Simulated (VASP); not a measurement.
# Ni (Pm-3m) in VASP: further runs

The runs below take Ni through single point, with PBE.

All numbers are computed with VASP 6.6.1; they aren't measurements. Logs are shortened: lines on timing, memory, paths and dates and some standing lists are left out, and cuts for length are marked.

## Step 1: The cell of the first run

Symmetry: Pm-3m, No. 221, cubic system. Conventional cell: a = 2.277 Å, b = 2.277 Å, c = 2.277 Å, α = 90.00°, β = 90.00°, γ = 90.00°. Ni (site symmetry m-3m) has 6 Ni at 2.28 Å within 3.0 Å.

This isn't the form of Ni at room conditions, which is fcc.

## Step 2: Single point, PBE

Input file INCAR:

```
SYSTEM = Ni
ALGO = Normal
EDIFF = 1E-6
ENCUT = 520
GGA = PE
ISIF = 2
ISMEAR = -1
LASPH = .True.
LCHARG = .False.
LREAL = .False.
LWAVE = .False.
NBANDS = 11
NELM = 80
PREC = Accurate
SIGMA = 0.06122561905347299
```

Input file KPOINTS:

```
k-points
0
Gamma
  46 46 46
  0 0 0
```

Input file POSCAR:

```
Ni
1.0
    2.2773668561      0.0000000000      0.0000000000
    0.0000000000      2.2773668561      0.0000000000
    0.0000000000      0.0000000000      2.2773668561
Ni
1
Direct
    0.0000000000      0.0000000000      0.0000000000
```

Potentials or basis: VASP PAW PBE potentials, release 64 (Ni).

Command:

```bash
> cat potpaw_PBE.64/Ni/POTCAR > POTCAR
> mpirun -np 1 vasp_std > vasp.out
```

OUTCAR:

```text
SYSTEM = Ni
   EDIFF = 1E-6
   ENCUT = 520
   GGA = PE
   ISIF = 2
   ISMEAR = -1
   LASPH = .True.
   LREAL = .False.
   NELM = 80
   PREC = Accurate

 ion  position               nearest neighbor table
   1  0.000  0.000  0.000-

  LATTYP: Found a simple cubic cell.
 ALAT       =     2.2773668561

  Lattice vectors:

 A1 = (   2.2773668561,   0.0000000000,   0.0000000000)
 A2 = (   0.0000000000,   2.2773668561,   0.0000000000)
 A3 = (   0.0000000000,   0.0000000000,   2.2773668561)

Analysis of symmetry for initial positions (statically):
=====================================================================
 Subroutine PRICEL returns:
 Original cell was already a primitive cell.

 Routine SETGRP: Setting up the symmetry group for a
 simple cubic supercell.

 Subroutine GETGRP returns: Found 48 space group operations
 (whereof 48 operations were pure point group operations)
 out of a pool of 48 trial point group operations.

The static configuration has the point symmetry O_h .

Analysis of symmetry for dynamics (positions and initial velocities):
=====================================================================
 Subroutine PRICEL returns:
 Original cell was already a primitive cell.

 Routine SETGRP: Setting up the symmetry group for a
 simple cubic supercell.

 Subroutine GETGRP returns: Found 48 space group operations
 (whereof 48 operations were pure point group operations)
 out of a pool of 48 trial point group operations.

The dynamic configuration has the point symmetry O_h .

 Subroutine INISYM returns: Found 48 space group operations
 (whereof 48 operations are pure point group operations),
 and found     1 'primitive' translations

----------------------------------------------------------------------------------------

                                     Primitive cell

  volume of cell :      11.8113

  direct lattice vectors                    reciprocal lattice vectors
     2.277366856  0.000000000  0.000000000     0.439103607  0.000000000  0.000000000
     0.000000000  2.277366856  0.000000000     0.000000000  0.439103607  0.000000000
     0.000000000  0.000000000  2.277366856     0.000000000  0.000000000  0.439103607

  length of vectors
     2.277366856  2.277366856  2.277366856     0.439103607  0.439103607  0.439103607

  position of ions in fractional coordinates (direct lattice)
     0.000000000  0.000000000  0.000000000

  ion indices of the primitive-cell ions
   primitive index   ion index
                 1           1

----------------------------------------------------------------------------------------

 KPOINTS: k-points

Automatic generation of k-mesh.
 Grid dimensions read from file:
 generate k-points for:   46   46   46

 Generating k-lattice:

  Cartesian coordinates                     Fractional coordinates (reciprocal lattice)
     0.009545731  0.000000000  0.000000000     0.021739130  0.000000000  0.000000000
     0.000000000  0.009545731  0.000000000     0.000000000  0.021739130  0.000000000
     0.000000000  0.000000000  0.009545731     0.000000000  0.000000000  0.021739130

  Length of vectors
     0.009545731  0.009545731  0.009545731

  Shift w.r.t. Gamma in fractional coordinates (k-lattice)
     0.000000000  0.000000000  0.000000000

 Subroutine IBZKPT returns following result:
 ===========================================

 Found   2600 irreducible k-points:

 Following reciprocal coordinates:
            Coordinates               Weight
  0.000000  0.000000  0.000000      1.000000
  0.021739  0.000000  0.000000      6.000000
  0.043478  0.000000  0.000000      6.000000
  0.065217  0.000000  0.000000      6.000000
  0.086957  0.000000  0.000000      6.000000
  0.108696  0.000000  0.000000      6.000000
[... 16 lines left out ...]
  0.478261  0.000000  0.000000      6.000000
  0.500000  0.000000  0.000000      3.000000
 [... further k-points ...]
   k-points           NKPTS =   2600   k-points in BZ     NKDIM =   2600   number of bands    NBANDS=     11
   number of dos      NEDOS =    301   number of ions     NIONS =      1
   total plane-waves  NPLWV =   5832
   dimension x,y,z NGX =    18 NGY =   18 NGZ =   18
   dimension x,y,z NGXF=    36 NGYF=   36 NGZF=   36
   ions per type =               1
   NGX,Y,Z   is equivalent  to a cutoff of  13.14, 13.14, 13.14 a.u.
   NGXF,Y,Z  is equivalent  to a cutoff of  26.28, 26.28, 26.28 a.u.
 SYSTEM =  Ni
   PREC   = accura    normal or accurate (medium, high low for compatibility)
   ISTART =      0    job   : 0-new  1-cont  2-samecut
   ICHARG =      2    charge: 1-file 2-atom 10-const
   ISPIN  =      1    spin polarized calculation?
   LNONCOLLINEAR =      F non collinear calculations
   LSORBIT =      F    spin-orbit coupling
   LASPH  =      T    aspherical Exc in radial PAW
   ENCUT  =  520.0 eV  38.22 Ry    6.18 a.u.   4.23  4.23  4.23*2*pi/ulx,y,z
   NELM   =     80;   NELMIN=  2; NELMDL= -5     # of ELM steps
   EDIFF  = 0.1E-05   stopping-criterion for ELM
   LREAL  =      F    real-space projection
   EDIFFG = 0.1E-04   stopping-criterion for IOM
   NSW    =      0    number of steps for IOM
   IBRION =     -1    ionic relax: 0-MD 1-quasi-New 2-CG
   NFREE  =      0    steps in history (QN), initial steepest desc. (CG)
   ISIF   =      2    stress and relaxation
   ISYM   =      2    0-nonsym 1-usesym 2-fastsym
   POTIM  = 0.5000    time-step for ionic-motion
   TEBEG  =    0.0;   TEEND  =   0.0 temperature during run
   PSTRESS=    0.0 pullay stress
   NELECT =      10.0000    total number of electrons
   NUPDOWN=      -1.0000    fix difference up-down
   EMIN   =  10.00;   EMAX   =-10.00  energy-range for DOS
   EFERMI =   0.00;   METHOD = LEGACY
   ISMEAR =    -1;   SIGMA  =   0.06  broadening in eV -4-tet -1-fermi 0-gaus
   EFERMI_NEDOS =   21; number of points for ismear=-14 and -15
   IALGO  =     38    algorithm
   IMIX   =      4    mixing-type and parameters
     AMIX     =   0.40;   BMIX     =  1.00
     AMIX_MAG =   1.60;   BMIX_MAG =  1.00
  volume/ion in A,a.u.               =      11.81        79.71
  Fermi-wavevector in a.u.,A,eV,Ry     =   1.548728  2.926672 32.634371  2.398559
  Thomas-Fermi vector in A             =   2.653637
   LORBIT       =      0    0 simple, 1 ext, 2 COOP (PROOUT), +10 PAW based schemes
   GGA     = PE    functional components
   LHFCALC =     F    Hartree Fock is set to
   AEXX    =    0.0000 exact exchange contribution
   IVDW    =     0    specifies the selected vdW correction
   LEPSILON=     F    determine dielectric tensor
   LRPA    =     F    only Hartree local field effects (RPA)
 non-spin polarized calculation
  energy-cutoff  :      520.00
  volume of cell :       11.81
 maximum number of plane-waves:       326
 NGX is ok and might be reduce to    18
   NGX =  9   NGY =  9   NGZ =  9

 number of electron      10.0000000 magnetization

 number of electron       9.9999996 magnetization

 Free energy of the ion-electron system (eV)
  ---------------------------------------------------
  ext. energy  EPLUGINS =         0.00000000
  ---------------------------------------------------
  free energy    TOTEN  =        -4.75030589 eV

  energy without entropy =       -4.72084219  energy(sigma->0) =       -4.73557404

 E-fermi :   8.2187     XC(G=0): -12.6733

 val. band max:        8.2176157607   @ k =   0.0652   0.0652   0.0435
 cond. band min:       8.2188914704   @ k =   0.4783   0.1304   0.0217
 fundamental gap:      0.0012757097
 Fermi energy:         8.2186885719

 k-point     1 :       0.0000    0.0000    0.0000
  band No.  band energies     occupation
      1      -0.0976      2.00000
      2       4.6481      2.00000
      3       4.6481      2.00000
      4       8.2958      0.44196
      5       8.2958      0.44196
      6       8.2958      0.44196
      7      28.5318      0.00000
      8      28.5318      0.00000
      9      28.5318      0.00000
     10      32.5051      0.00000
     11      32.5051      0.00000

 k-point     2 :       0.0217    0.0000    0.0000
  band No.  band energies     occupation
      1      -0.0829      2.00000
      2       4.6503      2.00000
      3       4.6550      2.00000
      4       8.2899      0.47618
      5       8.2899      0.47618
      6       8.2963      0.43932
      7      28.2752      0.00000
      8      28.5520      0.00000
      9      28.5520      0.00000
     10      32.5076      0.00000
     11      32.7140      0.00000

 k-point     3 :       0.0435    0.0000    0.0000
  band No.  band energies     occupation
      1      -0.0388      2.00000
      2       4.6567      2.00000
      3       4.6755      2.00000
      4       8.2722      0.58857
      5       8.2722      0.58856
      6       8.2977      0.43151
      7      27.6359      0.00000
      8      28.6124      0.00000
      9      28.6124      0.00000
     10      32.5149      0.00000
     11      33.1969      0.00000

 k-point     4 :       0.0652    0.0000    0.0000
  band No.  band energies     occupation
      1       0.0344      2.00000
      2       4.6673      2.00000
      3       4.7095      2.00000
      4       8.2433      0.80188
      5       8.2433      0.80188
      6       8.3000      0.41883
      7      26.8057      0.00000
      8      28.7126      0.00000
      9      28.7126      0.00000
     10      32.5274      0.00000
     11      33.7301      0.00000
[... 239 lines left out ...]
 k-point    22 :       0.4565    0.0000    0.0000
  band No.  band energies     occupation
      1       4.1584      2.00000
      2       5.1189      2.00000
      3       6.9376      2.00000
      4       7.1567      2.00000
      5       7.1567      2.00000
      6       8.3959      0.10486
      7      12.7200      0.00000
      8      33.3525      0.00000
      9      35.7498      0.00000
     10      35.7498      0.00000
     11      35.8955      0.00000

 k-point    23 :       0.4783    0.0000    0.0000
  band No.  band energies     occupation
      1       4.2419      2.00000
      2       5.1258      2.00000
      3       7.0345      2.00000
      4       7.1419      2.00000
      5       7.1419      2.00000
      6       8.3973      0.10256
      7      12.4916      0.00000
      8      33.3734      0.00000
      9      35.9085      0.00000
     10      36.1587      0.00000
     11      36.1587      0.00000

 k-point    24 :       0.5000    0.0000    0.0000
  band No.  band energies     occupation
      1       4.2700      2.00000
      2       5.1281      2.00000
      3       7.0693      2.00000
      4       7.1370      2.00000
      5       7.1370      2.00000
      6       8.3978      0.10180
      7      12.4128      0.00000
      8      33.3805      0.00000
      9      35.9128      0.00000
     10      36.3310      0.00000
     11      36.3310      0.00000

 [... further k-points ...]

------------------------ aborting loop because EDIFF is reached ----------------------------------------

  FORCE on cell =-STRESS in cart. coord.  units (eV):
  Direction    XX          YY          ZZ          XY          YZ          ZX
  --------------------------------------------------------------------------------------
  -------------------------------------------------------------------------------------
  Total        0.7561274      0.7561274      0.7561274     -0.0000000      0.0000000     -0.0000000
  in kB      102.5667431    102.5667431    102.5667431     -0.0000000      0.0000000     -0.0000000
  external PRESSURE =     102.5667431 kB  Pullay stress =       0.0000000 kB

 VOLUME and BASIS-vectors are now :
 -----------------------------------------------------------------------------
  energy-cutoff  :      520.00
  volume of cell :       11.81
      direct lattice vectors                 reciprocal lattice vectors
     2.277366856  0.000000000  0.000000000     0.439103607  0.000000000  0.000000000
     0.000000000  2.277366856  0.000000000     0.000000000  0.439103607  0.000000000
     0.000000000  0.000000000  2.277366856     0.000000000  0.000000000  0.439103607

 POSITION                                       TOTAL-FORCE (eV/Angst)
 -----------------------------------------------------------------------------------
      0.00000      0.00000      0.00000         0.000000      0.000000      0.000000
 -----------------------------------------------------------------------------------
    total drift:                                0.000000      0.000000      0.000000

  FREE ENERGIE OF THE ION-ELECTRON SYSTEM (eV)
  ---------------------------------------------------
  free  energy   TOTEN  =        -4.7503058943 eV

  energy  without entropy=       -4.7208421885  energy(sigma->0) =       -4.73557404
```

It took 3.2 min on 1 thread of Intel Xeon 8259CL, shared host; peak memory 0.42 GiB.

Results:

```yaml
Free_energy: -4.7503 eV
Pressure: 10.3 GPa
Band_gap_on_the_k_mesh: zero (bands 5 and 6 overlap by 1.40 eV)
```

Levels at points of the mesh, in eV from the Fermi level:
```
           k point  band 3  band 4  band 5  band 6  band 7  band 8
(0.00, 0.00, 0.00)   -3.57    0.08    0.08    0.08   20.31   20.31
(0.50, 0.00, 0.00)   -1.15   -1.08   -1.08    0.18    4.19   25.16
(0.50, 0.50, 0.00)   -0.84   -0.84    0.85    5.46    5.46   11.82
(0.50, 0.50, 0.50)   -3.20    0.91    0.91   12.49   12.49   12.49
```

Caveat: the cell stands under pressure; the run has no spin polarisation, though such a crystal can be magnetic. Spin polarisation is off, so any magnetic state and its effect on volume and gap are missing.

## Step 3: Single point, PBE

This run uses another cell than the first one, of 12.06 Å³/atom.

Input file INCAR:

```
ALGO     = Normal         # electronic algorithm
EDIFF    = 1E-6           # SCF threshold, eV
ENCUT    = 520            # plane-wave cutoff, eV
GGA      = PE             # functional
ISIF     = 2              # what is computed and relaxed
ISMEAR   = -1             # smearing method
LASPH    = True           # aspherical terms in the spheres
LCHARG   = False          # write CHGCAR
LREAL    = False          # projectors in reciprocal space
LWAVE    = False          # write WAVECAR
NBANDS   = 11             # bands
NELM     = 80             # most SCF steps
PREC     = Accurate       # precision mode
SIGMA    = 0.06122561905347299 # smearing width, eV
```

Input file KPOINTS:

```
k-points
0
Gamma
  46 46 46
```

Input file POSCAR:

```
Ni
1.0
    2.2934051792      0.0000000000      0.0000000000
    0.0000000000      2.2934051792      0.0000000000
    0.0000000000      0.0000000000      2.2934051792
Ni
1
Direct
    0.0000000000      0.0000000000      0.0000000000
```

Potentials or basis: VASP PAW PBE potentials, release 64 (Ni).

Command:

```bash
> cat potpaw_PBE.64/Ni/POTCAR > POTCAR
> mpirun -np 1 vasp_std > vasp.out
```

Wall time 3.4 min (1 thread of Intel Xeon 8259CL, shared host); peak memory 0.43 GiB.

It converged, with:

* Free energy: -4.7633 eV
* Pressure: 6.4 GPa
* Band gap on the k mesh: zero (bands 5 and 6 overlap by 1.36 eV)

Levels at points of the mesh, in eV from the Fermi level:
```csv
k point,band 2,band 3,band 4,band 5,band 6,band 7,band 8,band 9
"(0.00, 0.00, 0.00)",-3.47,-3.47,0.07,0.07,0.07,20.06,20.06,20.06
"(0.50, 0.00, 0.00)",-3.00,-1.08,-1.05,-1.05,0.17,4.08,24.96,27.38
"(0.50, 0.50, 0.00)",-2.64,-0.82,-0.82,0.82,5.41,5.41,11.70,11.99
"(0.50, 0.50, 0.50)",-3.10,-3.10,0.88,0.88,12.28,12.28,12.28,14.02
```

Caveat: the cell stands under pressure; the run has no spin polarisation, though such a crystal can be magnetic. Spin polarisation is off, so any magnetic state and its effect on volume and gap are missing.

## Step 4: Single point, PBE

This run uses another cell than the first one, of 12.31 Å³/atom.

Input file INCAR:

```
SYSTEM = Ni
PREC = Accurate ; ENCUT = 520
EDIFF = 1E-7 ; ISMEAR = -1
SIGMA = 0.06122561905347299 ; LREAL = .FALSE.
LASPH = .TRUE. ; NELM = 60
ALGO = Normal ; ISIF = 2
LWAVE = .FALSE. ; LCHARG = .FALSE.
GGA = PE ; NBANDS = 11
```

Input file KPOINTS:

```
regular mesh
0
G
  46 46 46
  0 0 0
```

Input file POSCAR:

```
Ni
1.0
    2.3092222665      0.0000000000      0.0000000000
    0.0000000000      2.3092222665      0.0000000000
    0.0000000000      0.0000000000      2.3092222665
Ni
1
Direct
    0.0000000000      0.0000000000      0.0000000000
```

Command:

```bash
> cat potpaw_PBE.64/Ni/POTCAR > POTCAR
> mpirun -np 1 vasp_std > vasp.out
```

It took 3.7 min on 1 thread of Intel Xeon 8259CL, shared host; peak memory 0.44 GiB.

Results (log left out):

| Item | Value |
| --- | --- |
| Free energy | -4.7705 eV |
| Pressure | 2.9 GPa |
| Band gap on the k mesh | zero (bands 5 and 6 overlap by 1.32 eV) |

Levels at points of the mesh, in eV from the Fermi level:
```tsv
k point	band 3	band 4	band 5	band 6	band 7	band 8
(0.00, 0.00, 0.00)	-3.37	0.07	0.07	0.07	19.81	19.81
(0.50, 0.00, 0.00)	-1.02	-1.02	-1.02	0.17	3.98	24.76
(0.50, 0.50, 0.00)	-0.80	-0.80	0.80	5.35	5.35	11.57
(0.50, 0.50, 0.50)	-3.00	0.85	0.85	12.09	12.09	12.09
```

Caveat: the run has no spin polarisation, though such a crystal can be magnetic.

## Step 5: Overview

```tsv
cell	gap on the mesh (eV)	pressure (GPa)
a = 2.277 Å, 1 atom	none	10.3
a = 2.293 Å, 1 atom	none	6.4
a = 2.309 Å, 1 atom	none	2.9
```

Alike in all rows: task single point; level PBE; potentials or basis VASP PAW PBE potentials, release 64 (Ni); no spin polarisation; k mesh 46 × 46 × 46; cutoff (eV) 520; smearing fermi-dirac 0.0612256 eV.

Caveats: the run has no spin polarisation, though such a crystal can be magnetic; the cell stands under pressure (at least some runs).

Absolute energies hang on the potentials; compare differences alone.
